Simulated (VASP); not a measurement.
# HfB (Immm) in VASP: notebook, part 3 of 3

VASP 6.6.1. The steps go on from the part before.

### Step 5. Single point, PBEsol (strain -0.0100 x Voigt [0, 0, 0, 1, 0, 0])

INCAR reads:

```
SYSTEM = HfB
  PREC = Accurate
  ENCUT = 520
  EDIFF = 1E-7
  ISMEAR = 0
  SIGMA = 0.15
  LREAL = .False.
  LASPH = .True.
  NELM = 60
  ALGO = Normal
  ISIF = 2
  LWAVE = .False.
  LCHARG = .False.
  GGA = PS
  NBANDS = 14
```

KPOINTS reads:

```
regular mesh
0
Gamma
  18 18 18
  0 0 0
```

POSCAR reads:

```
HfB
1.0
    0.0000000000      2.2984500000      2.2984500000
    2.3100000000     -0.0115500000      2.3100000000
    2.3100000000      2.3100000000     -0.0115500000
Hf B
1 1
Direct
    0.5000000000      0.5000000000      0.5000000000
    0.0000000000      0.0000000000      0.0000000000
```

Potentials or basis: VASP PAW PBE potentials, release 64 (Hf_pv, B).

The run is started by

```bash
$ cat potpaw_PBE.64/Hf_pv/POTCAR potpaw_PBE.64/B/POTCAR > POTCAR
$ mpirun -np 1 vasp_std > vasp.out
```

OUTCAR:

```text
SYSTEM = HfB
   PREC = Accurate
   ENCUT = 520
   EDIFF = 1E-7
   ISMEAR = 0
   LREAL = .False.
   LASPH = .True.
   NELM = 60
   ISIF = 2
   GGA = PS

 ion  position               nearest neighbor table
   1  0.500  0.500  0.500-   2 2.31   2 2.31   2 2.31   2 2.31   2 2.31   2 2.31
   2  0.000  0.000  0.000-   1 2.31   1 2.31   1 2.31   1 2.31   1 2.31   1 2.31

  LATTYP: Found a body centered orthorhombic cell.
 ALAT       =     3.2504991624
 B/A-ratio  =     1.0100502513
 C/A-ratio  =     1.4213201632

  Lattice vectors:

[... 596 lines left out ...]

  FORCE on cell =-STRESS in cart. coord.  units (eV):
  Direction    XX          YY          ZZ          XY          YZ          ZX
  --------------------------------------------------------------------------------------
  -------------------------------------------------------------------------------------
  Total        3.7823024      3.7815507      3.7815507      0.0000000      0.0903303      0.0000000
  in kB      245.8169072    245.7680528    245.7680528      0.0000000      5.8706869      0.0000000
  external PRESSURE =     245.7843376 kB  Pullay stress =       0.0000000 kB

 VOLUME and BASIS-vectors are now :
 -----------------------------------------------------------------------------
  energy-cutoff  :      520.00
  volume of cell :       24.65
      direct lattice vectors                 reciprocal lattice vectors
     0.000000000  2.298450000  2.298450000    -0.216450216  0.217537906  0.217537906
     2.310000000 -0.011550000  2.310000000     0.216450216 -0.215373350  0.215373350
     2.310000000  2.310000000 -0.011550000     0.216450216  0.215373350 -0.215373350

 POSITION                                       TOTAL-FORCE (eV/Angst)
 -----------------------------------------------------------------------------------
      2.31000      2.29845      2.29845        -0.000000     -0.000000     -0.000000
      0.00000      0.00000      0.00000         0.000000      0.000000      0.000000
 -----------------------------------------------------------------------------------
    total drift:                               -0.000000     -0.000000      0.000000

  FREE ENERGIE OF THE ION-ELECTRON SYSTEM (eV)
  ---------------------------------------------------
  free  energy   TOTEN  =       -18.2119576361 eV

  energy  without entropy=      -18.2002406331  energy(sigma->0) =      -18.20609913
```

OSZICAR:

```text
N       E                     dE             d eps       ncg     rms          rms(c)
DAV:   1     0.211035750667E+02    0.21104E+02   -0.70218E+03 24324   0.875E+02
DAV:   2    -0.187375868933E+02   -0.39841E+02   -0.37811E+02 30248   0.194E+02
DAV:   3    -0.197235394636E+02   -0.98595E+00   -0.98010E+00 30646   0.209E+01
DAV:   4    -0.197268171295E+02   -0.32777E-02   -0.32774E-02 27834   0.150E+00
DAV:   5    -0.197268333968E+02   -0.16267E-04   -0.16267E-04 31134   0.947E-02    0.670E+01
DAV:   6    -0.182834171934E+02    0.14434E+01   -0.22390E+00 29674   0.930E+00    0.422E+01
DAV:   7    -0.182481108761E+02    0.35306E-01   -0.82689E-01 32596   0.557E+00    0.858E+00
DAV:   8    -0.182117323055E+02    0.36379E-01   -0.10637E-01 26470   0.202E+00    0.946E-01
DAV:   9    -0.182119774251E+02   -0.24512E-03   -0.52333E-03 32248   0.525E-01    0.128E-01
DAV:  10    -0.182119586900E+02    0.18735E-04   -0.12119E-04 26566   0.728E-02    0.503E-02
DAV:  11    -0.182119577156E+02    0.97436E-06   -0.94090E-06 30622   0.208E-02    0.851E-03
DAV:  12    -0.182119576361E+02    0.79479E-07   -0.26860E-07 30722   0.437E-03
   1 F= -.18211958E+02 E0= -.18206099E+02  d E =-.117170E-01
```

Run time: 3.2 min. Hardware: 1 thread of Intel Xeon 8259CL, shared host; peak memory 0.4 GiB.

What came out:

| Property | Result |
| --- | --- |
| Free energy | -18.2120 eV |
| Pressure | 24.6 GPa |
| Band gap on the k mesh | zero (an odd number of electrons rules out a gap without spin polarisation) |

Caveat: the cell differs from its parent crystal (strain -0.0100 x Voigt [0, 0, 0, 1, 0, 0]); the cell stands under pressure; the PAW data sets were made with another functional, which shifts forces and pressure a little; spin-orbit coupling is left out, which moves the levels of the heavy elements.

### Step 6. Single point, PBEsol (strain +0.0050 x Voigt [0, 0, 0, 1, 0, 0])

INCAR reads:

```
SYSTEM = HfB
PREC = Accurate
ENCUT = 520
EDIFF = 1E-6
ISMEAR = 0
SIGMA = 0.15
LREAL = .False.
LASPH = .True.
NELM = 80
ALGO = Normal
ISIF = 2
LWAVE = .False.
LCHARG = .False.
GGA = PS
NBANDS = 14
```

KPOINTS reads:

```
Automatic mesh
0
Gamma
  18 18 18
  0 0 0
```

POSCAR reads:

```
HfB
1.0
    0.0000000000      2.3157750000      2.3157750000
    2.3100000000      0.0057750000      2.3100000000
    2.3100000000      2.3100000000      0.0057750000
Hf B
1 1
Direct
    0.5000000000      0.5000000000      0.5000000000
    0.0000000000      0.0000000000      0.0000000000
```

Potentials or basis: VASP PAW PBE potentials, release 64 (Hf_pv, B).

The run is started by

```bash
$ cat potpaw_PBE.64/Hf_pv/POTCAR potpaw_PBE.64/B/POTCAR > POTCAR
$ mpirun -np 1 vasp_std > vasp.out
```

OUTCAR:

```text
SYSTEM = HfB
   PREC = Accurate
   ENCUT = 520
   EDIFF = 1E-6
   ISMEAR = 0
   LREAL = .False.
   LASPH = .True.
   NELM = 80
   ISIF = 2
   GGA = PS

 ion  position               nearest neighbor table
   1  0.500  0.500  0.500-   2 2.31   2 2.31   2 2.31   2 2.31   2 2.31   2 2.31
   2  0.000  0.000  0.000-   1 2.31   1 2.31   1 2.31   1 2.31   1 2.31   1 2.31

  LATTYP: Found a body centered orthorhombic cell.
 ALAT       =     3.2586662458
 B/A-ratio  =     1.0050125313
 C/A-ratio  =     1.4177579573

  Lattice vectors:

 A1 = (  -2.3100000000,   2.3100000000,   0.0057750000)
 A2 = (  -2.3100000000,  -2.3100000000,  -0.0057750000)
 A3 = (   2.3100000000,   0.0057750000,   2.3100000000)

Analysis of symmetry for initial positions (statically):
=====================================================================
 Subroutine PRICEL returns:
 Original cell was already a primitive cell.

 Routine SETGRP: Setting up the symmetry group for a
 body centered orthorhombic supercell.

 Subroutine GETGRP returns: Found  8 space group operations
 (whereof  8 operations were pure point group operations)
 out of a pool of  8 trial point group operations.

The static configuration has the point symmetry D_2h.

Analysis of symmetry for dynamics (positions and initial velocities):
=====================================================================
 Subroutine PRICEL returns:
 Original cell was already a primitive cell.

 Routine SETGRP: Setting up the symmetry group for a
 body centered orthorhombic supercell.

 Subroutine GETGRP returns: Found  8 space group operations
 (whereof  8 operations were pure point group operations)
 out of a pool of  8 trial point group operations.

The dynamic configuration has the point symmetry D_2h.

 Subroutine INISYM returns: Found  8 space group operations
 (whereof  8 operations are pure point group operations),
 and found     1 'primitive' translations

----------------------------------------------------------------------------------------

                                     Primitive cell

  volume of cell :      24.6526

  direct lattice vectors                    reciprocal lattice vectors
     0.000000000  2.315775000  2.315775000    -0.216450216  0.215910440  0.215910440
     2.310000000  0.005775000  2.310000000     0.216450216 -0.216992698  0.216992698
     2.310000000  2.310000000  0.005775000     0.216450216  0.216992698 -0.216992698

  length of vectors
     3.275000412  3.266838434  3.266838434     0.374279752  0.375529437  0.375529437

  position of ions in fractional coordinates (direct lattice)
     0.500000000  0.500000000  0.500000000
     0.000000000  0.000000000  0.000000000

  ion indices of the primitive-cell ions
   primitive index   ion index
                 1           1
                 2           2

----------------------------------------------------------------------------------------

 KPOINTS: Automatic mesh

Automatic generation of k-mesh.
 Grid dimensions read from file:
 generate k-points for:   18   18   18

 Generating k-lattice:

  Cartesian coordinates                     Fractional coordinates (reciprocal lattice)
    -0.012025012  0.011995024  0.011995024     0.055555556  0.000000000  0.000000000
     0.012025012 -0.012055150  0.012055150     0.000000000  0.055555556  0.000000000
     0.012025012  0.012055150 -0.012055150     0.000000000  0.000000000  0.055555556

  Length of vectors
     0.020793320  0.020862747  0.020862747

  Shift w.r.t. Gamma in fractional coordinates (k-lattice)
     0.000000000  0.000000000  0.000000000

 Subroutine IBZKPT returns following result:
 ===========================================

 Found    865 irreducible k-points:

 Following reciprocal coordinates:
            Coordinates               Weight
  0.000000  0.000000  0.000000      1.000000
  0.055556 -0.000000 -0.000000      4.000000
  0.111111 -0.000000 -0.000000      4.000000
  0.166667  0.000000  0.000000      4.000000
  0.222222 -0.000000 -0.000000      4.000000
  0.277778 -0.000000 -0.000000      4.000000
[... 16 lines left out ...]
 -0.333333  0.055556  0.000000      8.000000
 -0.277778  0.055556  0.000000      8.000000
 [... further k-points ...]
   k-points           NKPTS =    865   k-points in BZ     NKDIM =    865   number of bands    NBANDS=     14
   number of dos      NEDOS =    301   number of ions     NIONS =      2
   total plane-waves  NPLWV =  13824
   dimension x,y,z NGX =    24 NGY =   24 NGZ =   24
   dimension x,y,z NGXF=    48 NGYF=   48 NGZF=   48
   ions per type =               1   1
   NGX,Y,Z   is equivalent  to a cutoff of  12.18, 12.21, 12.21 a.u.
   NGXF,Y,Z  is equivalent  to a cutoff of  24.37, 24.43, 24.43 a.u.
 SYSTEM =  HfB
   PREC   = accura    normal or accurate (medium, high low for compatibility)
   ISTART =      0    job   : 0-new  1-cont  2-samecut
   ICHARG =      2    charge: 1-file 2-atom 10-const
   ISPIN  =      1    spin polarized calculation?
   LNONCOLLINEAR =      F non collinear calculations
   LSORBIT =      F    spin-orbit coupling
   LASPH  =      T    aspherical Exc in radial PAW
   ENCUT  =  520.0 eV  38.22 Ry    6.18 a.u.   6.09  6.07  6.07*2*pi/ulx,y,z
   NELM   =     80;   NELMIN=  2; NELMDL= -5     # of ELM steps
   EDIFF  = 0.1E-05   stopping-criterion for ELM
   LREAL  =      F    real-space projection
[... 7 lines left out ...]
   TEBEG  =    0.0;   TEEND  =   0.0 temperature during run
   PSTRESS=    0.0 pullay stress
   NELECT =      13.0000    total number of electrons
   NUPDOWN=      -1.0000    fix difference up-down
   EMIN   =  10.00;   EMAX   =-10.00  energy-range for DOS
   EFERMI =   0.00;   METHOD = LEGACY
   ISMEAR =     0;   SIGMA  =   0.15  broadening in eV -4-tet -1-fermi 0-gaus
   EFERMI_NEDOS =   21; number of points for ismear=-14 and -15
   IALGO  =     38    algorithm
   IMIX   =      4    mixing-type and parameters
     AMIX     =   0.40;   BMIX     =  1.00
     AMIX_MAG =   1.60;   BMIX_MAG =  1.00
  volume/ion in A,a.u.               =      12.33        83.18
  Fermi-wavevector in a.u.,A,eV,Ry     =   1.322619  2.499388 23.800970  1.749322
  Thomas-Fermi vector in A             =   2.452287
   LORBIT       =      0    0 simple, 1 ext, 2 COOP (PROOUT), +10 PAW based schemes
   GGA     = PS    functional components
   LHFCALC =     F    Hartree Fock is set to
   AEXX    =    0.0000 exact exchange contribution
   IVDW    =     0    specifies the selected vdW correction
   LEPSILON=     F    determine dielectric tensor
   LRPA    =     F    only Hartree local field effects (RPA)
 non-spin polarized calculation
 Gauss-broadening in eV      SIGMA  =   0.15
  energy-cutoff  :      520.00
  volume of cell :       24.65
 maximum number of plane-waves:       680
   NGX = 13   NGY = 13   NGZ = 13

 number of electron      13.0000002 magnetization

 Free energy of the ion-electron system (eV)
  ---------------------------------------------------
  ext. energy  EPLUGINS =         0.00000000
  ---------------------------------------------------
  free energy    TOTEN  =       -18.21236677 eV

  energy without entropy =      -18.20059916  energy(sigma->0) =      -18.20648297

 E-fermi :   5.0007     XC(G=0): -12.4030

 val. band max:        5.0000024338   @ k =   0.0000  -0.3889   0.3333
 cond. band min:       5.0097134196   @ k =   0.2778   0.2222  -0.0000
 fundamental gap:      0.0097109858
 Fermi energy:         5.0007482610

 k-point     1 :       0.0000    0.0000    0.0000
  band No.  band energies     occupation
      1     -23.2564      2.00000
      2     -23.2523      2.00000
      3     -23.2484      2.00000
      4      -4.5663      2.00000
      5       7.1106      0.00000
      6       7.1485      0.00000
      7       7.1878      0.00000
      8       8.9753      0.00000
      9       8.9960      0.00000
     10       9.0173      0.00000
     11       9.1950      0.00000
     12       9.1950      0.00000
     13      16.6515      0.00000
     14      18.0414      0.00000
[... 375 lines left out ...]
 k-point    24 :      -0.2778    0.0556    0.0000
  band No.  band energies     occupation
      1     -23.7383      2.00000
      2     -23.3279      2.00000
      3     -23.2932      2.00000
      4      -2.2871      2.00000
      5       3.2535      2.00000
      6       4.4092      2.00000
      7       4.6043      1.99981
      8       9.1798      0.00000
      9       9.8692      0.00000
     10      10.7525      0.00000
     11      15.1709      0.00000
     12      16.7480      0.00000
     13      17.6623      0.00000
     14      20.1676      0.00000

 [... further k-points ...]

------------------------ aborting loop because EDIFF is reached ----------------------------------------

  FORCE on cell =-STRESS in cart. coord.  units (eV):
  Direction    XX          YY          ZZ          XY          YZ          ZX
  --------------------------------------------------------------------------------------
  -------------------------------------------------------------------------------------
  Total        3.7786982      3.7784998      3.7784998      0.0000000     -0.0448082      0.0000000
  in kB      245.5780615    245.5651703    245.5651703      0.0000000     -2.9120880      0.0000000
  external PRESSURE =     245.5694674 kB  Pullay stress =       0.0000000 kB

 VOLUME and BASIS-vectors are now :
 -----------------------------------------------------------------------------
  energy-cutoff  :      520.00
  volume of cell :       24.65
      direct lattice vectors                 reciprocal lattice vectors
     0.000000000  2.315775000  2.315775000    -0.216450216  0.215910440  0.215910440
     2.310000000  0.005775000  2.310000000     0.216450216 -0.216992698  0.216992698
     2.310000000  2.310000000  0.005775000     0.216450216  0.216992698 -0.216992698

 POSITION                                       TOTAL-FORCE (eV/Angst)
 -----------------------------------------------------------------------------------
      2.31000      2.31577      2.31577         0.000000     -0.000000     -0.000000
      0.00000      0.00000      0.00000        -0.000000      0.000000      0.000000
 -----------------------------------------------------------------------------------
    total drift:                                0.000000     -0.000000      0.000000

  FREE ENERGIE OF THE ION-ELECTRON SYSTEM (eV)
  ---------------------------------------------------
  free  energy   TOTEN  =       -18.2123667682 eV

  energy  without entropy=      -18.2005991649  energy(sigma->0) =      -18.20648297
```

OSZICAR:

```text
N       E                     dE             d eps       ncg     rms          rms(c)
DAV:   1     0.208494994934E+02    0.20849E+02   -0.70605E+03 24308   0.876E+02
DAV:   2    -0.187606457469E+02   -0.39610E+02   -0.37682E+02 30304   0.193E+02
DAV:   3    -0.197241480956E+02   -0.96350E+00   -0.95839E+00 30740   0.208E+01
DAV:   4    -0.197273291454E+02   -0.31810E-02   -0.31809E-02 27804   0.148E+00
DAV:   5    -0.197273450824E+02   -0.15937E-04   -0.15936E-04 31126   0.945E-02    0.670E+01
DAV:   6    -0.182834736981E+02    0.14439E+01   -0.22357E+00 29758   0.930E+00    0.422E+01
DAV:   7    -0.182488331780E+02    0.34641E-01   -0.83581E-01 32506   0.558E+00    0.859E+00
DAV:   8    -0.182121268525E+02    0.36706E-01   -0.10726E-01 26458   0.203E+00    0.949E-01
DAV:   9    -0.182123841764E+02   -0.25732E-03   -0.52161E-03 32278   0.524E-01    0.130E-01
DAV:  10    -0.182123675628E+02    0.16614E-04   -0.11038E-04 26542   0.698E-02    0.501E-02
DAV:  11    -0.182123667682E+02    0.79465E-06   -0.85860E-06 30550   0.199E-02
   1 F= -.18212367E+02 E0= -.18206483E+02  d E =-.117676E-01
```

stdout:

```text
POSCAR found type information on POSCAR HfB
 POSCAR found :  2 types and       2 ions
 scaLAPACK will be used
 -----------------------------------------------------------------------------
|                                                                             |
|                                                                             |
|     You enforced a specific xc type in the INCAR file but a different       |
|     I HOPE YOU KNOW WHAT YOU ARE DOING!                                     |
|                                                                             |
 -----------------------------------------------------------------------------

 LDA part: xc-table for (Slater+PW92), standard interpolation
 POSCAR, INCAR and KPOINTS ok, starting setup
 FFT: planning ... GRIDC
 FFT: planning ... GRID_SOFT
 FFT: planning ... GRID
 WAVECAR not read
 entering main loop
```

It took 3.3 min on 1 thread of Intel Xeon 8259CL, shared host; peak memory 0.4 GiB.

What came out:

- Free energy: -18.2124 eV
- Pressure: 24.6 GPa
- Band gap on the k mesh: zero (an odd number of electrons rules out a gap without spin polarisation)

Stress tensor (GPa, compression positive):
```
24.56  0.00  0.00
 0.00 24.56 -0.29
 0.00 -0.29 24.56
```

Caveat: the cell differs from its parent crystal (strain +0.0050 x Voigt [0, 0, 0, 1, 0, 0]); the cell stands under pressure; the PAW data sets were made with another functional, which shifts forces and pressure a little; spin-orbit coupling is left out, which moves the levels of the heavy elements.

### Step 7. Overview

```csv
cell,gap on the mesh (eV),pressure (GPa)
"a = 3.271, b = 3.267, c = 3.267 Å, angles 59.9°, 2 atoms",none,24.6
"a = 3.234, b = 3.267, c = 3.267 Å, angles 60.7, 60.3, 60.3°, 2 atoms",none,24.6
"a = 3.291, b = 3.267, c = 3.267 Å, angles 59.5, 59.8, 59.8°, 2 atoms",none,24.6
"a = 3.250, b = 3.267, c = 3.267 Å, angles 60.3, 60.2, 60.2°, 2 atoms",none,24.6
"a = 3.275, b = 3.267, c = 3.267 Å, angles 59.8, 59.9, 59.9°, 2 atoms",none,24.6
```

Alike in all rows: task single point; level PBEsol; potentials or basis VASP PAW PBE potentials, release 64 (Hf_pv, B); no spin polarisation; k mesh 18 × 18 × 18; cutoff (eV) 520; smearing gaussian 0.15 eV.

Caveats: the cell stands under pressure; the PAW data sets were made with another functional, which shifts forces and pressure a little; spin-orbit coupling is left out, which moves the levels of the heavy elements.

Total energies depend on the potentials used, so only differences within one code and one set of settings carry meaning.
